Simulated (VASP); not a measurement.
# Sn3As (P6_3/mmc) in VASP: single point with PBE

Aim: the single point of Sn3As with PBE.

Everything below comes from runs of VASP 6.6.1. Logs are shortened: lines on timing, memory, paths and dates and some standing lists are left out, and cuts for length are marked.

**1. The cell of the first run**

It takes space group P6_3/mmc (No. 194, hexagonal). The conventional cell has a = 6.654 Å, b = 6.654 Å, c = 5.356 Å, α = 90.00°, β = 90.00°, γ = 120.00°. Within 4.3 Å of Sn (site symmetry mm2) lie 8 Sn at 3.24 to 3.41 Å and 4 As at 3.27 to 3.33 Å. Within 4.3 Å of As (site symmetry -6m2) lie 12 Sn at 3.27 to 3.33 Å.

**2. Single point, PBE**

INCAR reads:

```
SYSTEM = Sn3As
  PREC = Accurate
  ENCUT = 520
  EDIFF = 1E-6
  ISMEAR = 0
  SIGMA = 0.1
  LREAL = .FALSE.
  LASPH = .TRUE.
  NELM = 100
  ALGO = Fast
  ISIF = 2
  LWAVE = .FALSE.
  LCHARG = .TRUE.
  GGA = PE
  LELF = .TRUE.
  LVHAR = .TRUE.
  NBANDS = 57
```

KPOINTS reads:

```
Automatic mesh
0
G
  6 6 8
  0 0 0
```

POSCAR reads:

```
Sn3As
1.0
    6.6539606358      0.0000000000      0.0000000000
   -3.3269803179      5.7624989464      0.0000000000
    0.0000000000      0.0000000000      5.3563867373
Sn As
6 2
Direct
    0.3419385170      0.1709692585      0.7500000000
    0.8290307415      0.1709692585      0.7500000000
    0.8290307415      0.6580614830      0.7500000000
    0.6580614830      0.8290307415      0.2500000000
    0.1709692585      0.8290307415      0.2500000000
    0.1709692585      0.3419385170      0.2500000000
    0.6666666667      0.3333333333      0.2500000000
    0.3333333333      0.6666666667      0.7500000000
```

Potentials or basis: VASP PAW PBE potentials, release 64 (Sn_d, As).

The run is started by

```console
$ cat potpaw_PBE.64/Sn_d/POTCAR potpaw_PBE.64/As/POTCAR > POTCAR
$ mpirun -np 1 vasp_std > vasp.out
```

OUTCAR:

```text
SYSTEM = Sn3As
   PREC = Accurate
   ENCUT = 520
   EDIFF = 1E-6
   ISMEAR = 0
   LREAL = .FALSE.
   LASPH = .TRUE.
   NELM = 100
   ISIF = 2
   GGA = PE

 ion  position               nearest neighbor table
   1  0.342  0.171  0.750-   2 3.24   3 3.24   7 3.27   7 3.27   6 3.32   6 3.32   5 3.32   5 3.32
                             8 3.33   8 3.33   2 3.41   3 3.41
   2  0.829  0.171  0.750-   1 3.24   3 3.24   7 3.27   7 3.27   6 3.32   6 3.32   4 3.32   4 3.32
                             8 3.33   8 3.33   1 3.41   3 3.41
   3  0.829  0.658  0.750-   1 3.24   2 3.24   7 3.27   7 3.27   4 3.32   4 3.32   5 3.32   5 3.32
                             8 3.33   8 3.33   2 3.41   1 3.41
   4  0.658  0.829  0.250-   5 3.24   6 3.24   8 3.27   8 3.27   3 3.32   3 3.32   2 3.32   2 3.32
                             7 3.33   7 3.33   5 3.41   6 3.41
   5  0.171  0.829  0.250-   4 3.24   6 3.24   8 3.27   8 3.27   3 3.32   3 3.32   1 3.32   1 3.32
                             7 3.33   7 3.33   4 3.41   6 3.41
   6  0.171  0.342  0.250-   4 3.24   5 3.24   8 3.27   8 3.27   1 3.32   1 3.32   2 3.32   2 3.32
                             7 3.33   7 3.33   5 3.41   4 3.41
   7  0.667  0.333  0.250-   2 3.27   2 3.27   1 3.27   1 3.27   3 3.27   3 3.27   6 3.33   4 3.33
                             5 3.33   5 3.33   6 3.33   4 3.33
   8  0.333  0.667  0.750-   5 3.27   5 3.27   4 3.27   4 3.27   6 3.27   6 3.27   3 3.33   1 3.33
                             2 3.33   2 3.33   3 3.33   1 3.33

  LATTYP: Found a hexagonal cell.
 ALAT       =     6.6539606358
 C/A-ratio  =     0.8049922490

  Lattice vectors:

 A1 = (   6.6539606358,   0.0000000000,   0.0000000000)
 A2 = (  -3.3269803179,   5.7624989464,   0.0000000000)
 A3 = (   0.0000000000,   0.0000000000,   5.3563867373)

Analysis of symmetry for initial positions (statically):
=====================================================================
 Subroutine PRICEL returns:
 Original cell was already a primitive cell.

 Routine SETGRP: Setting up the symmetry group for a
 hexagonal supercell.

 Subroutine GETGRP returns: Found 24 space group operations
 (whereof 12 operations were pure point group operations)
 out of a pool of 24 trial point group operations.

The static configuration has the point symmetry D_3d.
 The point group associated with its full space group is D_6h.

Analysis of symmetry for dynamics (positions and initial velocities):
=====================================================================
 Subroutine PRICEL returns:
 Original cell was already a primitive cell.

 Routine SETGRP: Setting up the symmetry group for a
 hexagonal supercell.

 Subroutine GETGRP returns: Found 24 space group operations
 (whereof 12 operations were pure point group operations)
 out of a pool of 24 trial point group operations.

The dynamic configuration has the point symmetry D_3d.
 The point group associated with its full space group is D_6h.

 Subroutine INISYM returns: Found 24 space group operations
 (whereof 12 operations are pure point group operations),
 and found     1 'primitive' translations

----------------------------------------------------------------------------------------

                                     Primitive cell

  volume of cell :     205.3823

  direct lattice vectors                    reciprocal lattice vectors
     6.653960636  0.000000000  0.000000000     0.150286432  0.086767912  0.000000000
    -3.326980318  5.762498946  0.000000000     0.000000000  0.173535823  0.000000000
     0.000000000  0.000000000  5.356386737     0.000000000  0.000000000  0.186693017

  length of vectors
     6.653960636  6.653960636  5.356386737     0.173535823  0.173535823  0.186693017

  position of ions in fractional coordinates (direct lattice)
     0.341938517  0.170969259  0.750000000
     0.829030741  0.170969259  0.750000000
     0.829030741  0.658061483  0.750000000
     0.658061483  0.829030741  0.250000000
     0.170969259  0.829030741  0.250000000
     0.170969259  0.341938517  0.250000000
     0.666666667  0.333333333  0.250000000
     0.333333333  0.666666667  0.750000000

  ion indices of the primitive-cell ions
   primitive index   ion index
                 1           1
                 2           2
                 3           3
                 4           4
                 5           5
                 6           6
                 7           7
                 8           8

----------------------------------------------------------------------------------------

 KPOINTS: Automatic mesh

Automatic generation of k-mesh.
 Grid dimensions read from file:
 generate k-points for:    6    6    8

 Generating k-lattice:

  Cartesian coordinates                     Fractional coordinates (reciprocal lattice)
     0.025047739  0.014461319  0.000000000     0.166666667  0.000000000  0.000000000
     0.000000000  0.028922637  0.000000000     0.000000000  0.166666667  0.000000000
     0.000000000  0.000000000  0.023336627     0.000000000  0.000000000  0.125000000

  Length of vectors
     0.028922637  0.028922637  0.023336627

  Shift w.r.t. Gamma in fractional coordinates (k-lattice)
     0.000000000  0.000000000  0.000000000

 Subroutine IBZKPT returns following result:
 ===========================================

 Found     35 irreducible k-points:

 Following reciprocal coordinates:
            Coordinates               Weight
  0.000000  0.000000  0.000000      1.000000
  0.166667  0.000000  0.000000      6.000000
  0.333333 -0.000000  0.000000      6.000000
  0.500000  0.000000  0.000000      3.000000
  0.166667  0.166667  0.000000      6.000000
  0.333333  0.166667  0.000000     12.000000
[... 16 lines left out ...]
  0.166667  0.000000  0.375000     12.000000
  0.333333 -0.000000  0.375000     12.000000
 [... further k-points ...]
   k-points           NKPTS =     35   k-points in BZ     NKDIM =     35   number of bands    NBANDS=     57
   number of dos      NEDOS =    301   number of ions     NIONS =      8
   total plane-waves  NPLWV = 100000
   dimension x,y,z NGX =    50 NGY =   50 NGZ =   40
   dimension x,y,z NGXF=   100 NGYF=  100 NGZF=   80
   ions per type =               6   2
   NGX,Y,Z   is equivalent  to a cutoff of  12.49, 12.49, 12.41 a.u.
   NGXF,Y,Z  is equivalent  to a cutoff of  24.98, 24.98, 24.83 a.u.
 SYSTEM =  Sn3As
   PREC   = accura    normal or accurate (medium, high low for compatibility)
   ISTART =      0    job   : 0-new  1-cont  2-samecut
   ICHARG =      2    charge: 1-file 2-atom 10-const
   ISPIN  =      1    spin polarized calculation?
   LNONCOLLINEAR =      F non collinear calculations
   LSORBIT =      F    spin-orbit coupling
   LASPH  =      T    aspherical Exc in radial PAW
   ENCUT  =  520.0 eV  38.22 Ry    6.18 a.u.  12.37 12.37  9.96*2*pi/ulx,y,z
   NELM   =    100;   NELMIN=  2; NELMDL= -5     # of ELM steps
   EDIFF  = 0.1E-05   stopping-criterion for ELM
   LREAL  =      F    real-space projection
   EDIFFG = 0.1E-04   stopping-criterion for IOM
   NSW    =      0    number of steps for IOM
   IBRION =     -1    ionic relax: 0-MD 1-quasi-New 2-CG
   NFREE  =      0    steps in history (QN), initial steepest desc. (CG)
   ISIF   =      2    stress and relaxation
   ISYM   =      2    0-nonsym 1-usesym 2-fastsym
   POTIM  = 0.5000    time-step for ionic-motion
   TEBEG  =    0.0;   TEEND  =   0.0 temperature during run
   PSTRESS=    0.0 pullay stress
   NELECT =      94.0000    total number of electrons
   NUPDOWN=      -1.0000    fix difference up-down
   EMIN   =  10.00;   EMAX   =-10.00  energy-range for DOS
   EFERMI =   0.00;   METHOD = LEGACY
   ISMEAR =     0;   SIGMA  =   0.10  broadening in eV -4-tet -1-fermi 0-gaus
   EFERMI_NEDOS =   21; number of points for ismear=-14 and -15
   IALGO  =     68    algorithm
   IMIX   =      4    mixing-type and parameters
     AMIX     =   0.40;   BMIX     =  1.00
     AMIX_MAG =   1.60;   BMIX_MAG =  1.00
  volume/ion in A,a.u.               =      25.67       173.25
  Fermi-wavevector in a.u.,A,eV,Ry     =   1.261624  2.384123 21.656310  1.591694
  Thomas-Fermi vector in A             =   2.395073
   LORBIT       =      0    0 simple, 1 ext, 2 COOP (PROOUT), +10 PAW based schemes
   GGA     = PE    functional components
   LHFCALC =     F    Hartree Fock is set to
   AEXX    =    0.0000 exact exchange contribution
   IVDW    =     0    specifies the selected vdW correction
   LEPSILON=     F    determine dielectric tensor
   LRPA    =     F    only Hartree local field effects (RPA)
 non-spin polarized calculation
 RMM-DIIS sequential band-by-band and
 Gauss-broadening in eV      SIGMA  =   0.10
  energy-cutoff  :      520.00
  volume of cell :      205.38
 maximum number of plane-waves:      5612
 NGX is ok and might be reduce to    50
   NGX = 25   NGY = 25   NGZ = 19

 number of electron      94.0000012 magnetization

 Free energy of the ion-electron system (eV)
  ---------------------------------------------------
  ext. energy  EPLUGINS =         0.00000000
  ---------------------------------------------------
  free energy    TOTEN  =       -31.34518605 eV

  energy without entropy =      -31.32934872  energy(sigma->0) =      -31.33726738

 E-fermi :   7.5565     XC(G=0): -10.3472

 val. band max:        7.5479030422   @ k =   0.3333   0.3333   0.2500
 cond. band min:       7.5648522925   @ k =   0.3333   0.3333   0.0000
 fundamental gap:      0.0169492503
 Fermi energy:         7.5565221017

 k-point     1 :       0.0000    0.0000    0.0000
  band No.  band energies     occupation
      1     -14.1339      2.00000
      2     -14.1257      2.00000
      3     -14.1257      2.00000
      4     -14.0937      2.00000
      5     -14.0787      2.00000
      6     -14.0773      2.00000
[... 49 lines left out ...]
     56      11.2289      0.00000
     57      12.8373      0.00000

 k-point     2 :       0.1667    0.0000    0.0000
  band No.  band energies     occupation
      1     -14.1270      2.00000
      2     -14.1206      2.00000
      3     -14.1141      2.00000
      4     -14.0883      2.00000
      5     -14.0856      2.00000
      6     -14.0784      2.00000
[... 1314 lines left out ...]
      1     -14.1124      2.00000
      2     -14.1045      2.00000
      3     -14.0908      2.00000
      4     -14.0793      2.00000
      5     -14.0787      2.00000
      6     -14.0712      2.00000
[... 49 lines left out ...]
     56      11.1738      0.00000
     57      11.3740      0.00000

 [... further k-points ...]

------------------------ aborting loop because EDIFF is reached ----------------------------------------

  FORCE on cell =-STRESS in cart. coord.  units (eV):
  Direction    XX          YY          ZZ          XY          YZ          ZX
  --------------------------------------------------------------------------------------
  -------------------------------------------------------------------------------------
  Total       -0.0356862     -0.0356862     -0.0345731      0.0000000     -0.0000000      0.0000000
  in kB       -0.2783865     -0.2783865     -0.2697031      0.0000000     -0.0000000      0.0000000
  external PRESSURE =      -0.2754920 kB  Pullay stress =       0.0000000 kB

 VOLUME and BASIS-vectors are now :
 -----------------------------------------------------------------------------
  energy-cutoff  :      520.00
  volume of cell :      205.38
      direct lattice vectors                 reciprocal lattice vectors
     6.653960636  0.000000000  0.000000000     0.150286432  0.086767912  0.000000000
    -3.326980318  5.762498946  0.000000000     0.000000000  0.173535823  0.000000000
     0.000000000  0.000000000  5.356386737     0.000000000  0.000000000  0.186693017

 POSITION                                       TOTAL-FORCE (eV/Angst)
 -----------------------------------------------------------------------------------
      1.70643      0.98521      4.01729        -0.000468     -0.000270      0.000000
      4.94753      0.98521      4.01729         0.000468     -0.000270     -0.000000
      3.32698      3.79208      4.01729        -0.000000      0.000540     -0.000000
      1.62055      4.77729      1.33910         0.000468      0.000270     -0.000000
     -1.62055      4.77729      1.33910        -0.000468      0.000270      0.000000
      0.00000      1.97042      1.33910         0.000000     -0.000540      0.000000
      3.32698      1.92083      1.33910         0.000000      0.000000      0.000000
     -0.00000      3.84167      4.01729        -0.000000      0.000000      0.000000
 -----------------------------------------------------------------------------------
    total drift:                               -0.000001      0.000000     -0.000000

  FREE ENERGIE OF THE ION-ELECTRON SYSTEM (eV)
  ---------------------------------------------------
  free  energy   TOTEN  =       -31.3451860499 eV

  energy  without entropy=      -31.3293487158  energy(sigma->0) =      -31.33726738
```

Wall time 7.6 min (1 thread of Intel Xeon Platinum 8259CL at 2.50GHz (Skylake/Cascade Lake), shared host); peak memory 0.49 GiB.

What came out:

```yaml
Free_energy: -31.3452 eV
Pressure: 0.0 GPa
Band_gap_on_the_k_mesh: zero (bands 47 and 48 overlap by 2.84 eV)
```

Levels at points of the mesh, in eV from the Fermi level:
```tsv
k point	band 45	band 46	band 47	band 48	band 49	band 50
(0.00, 0.00, 0.00)	-1.95	-1.63	-0.65	-0.65	0.45	1.26
(0.50, 0.00, 0.00)	-1.84	-1.12	-1.07	-0.56	0.45	1.08
(0.00, 0.00, 0.50)	0.49	0.49	2.13	2.13	2.13	2.13
(0.50, 0.00, 0.50)	-0.42	-0.42	-0.15	-0.15	0.39	0.39
```

Caveat: spin-orbit coupling is left out, which moves the levels of the heavy elements.
